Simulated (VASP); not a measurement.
## In: single point with PBE

In:

```xyz
1
Lattice="0.0000 2.4565 2.4565 2.4565 0.0000 2.4565 2.4565 2.4565 0.0000" Properties=species:S:1:pos:R:3 pbc="T T T"
In    0.0000    0.0000    0.0000
```

This isn't the form of In at room conditions, which is tetragonal.

* Program: VASP 6.6.1
* Task: single point
* Functional: PBE
* Potentials or basis: VASP PAW PBE potentials, release 64 (In_d)
* Cutoff: 520 eV
* k mesh: 19 × 19 × 19
* Occupations: fermi-dirac, width 0.1 eV
* Spin: no spin polarisation
* Dipole correction: no
* Further INCAR settings: ALGO = Normal; EDIFF = 1e-07; NBANDS = 12

```
Pressure               : -2.2 GPa
Band gap on the k mesh : zero (an odd number of electrons rules out a gap without spin polarisation)
```

Levels at points of the mesh, in eV from the Fermi level:
```tsv
k point	band 3	band 4	band 5	band 6	band 7	band 8	band 9	band 10
(0.00, 0.00, 0.00)	-14.53	-14.41	-14.41	-8.73	9.47	9.47	9.47	11.24
```

Run time: 99 s on 1 thread of Intel Xeon 8259CL (shared host), peak memory 0.21 GiB.

Caveat: spin-orbit coupling is left out, which moves the levels of the heavy elements.
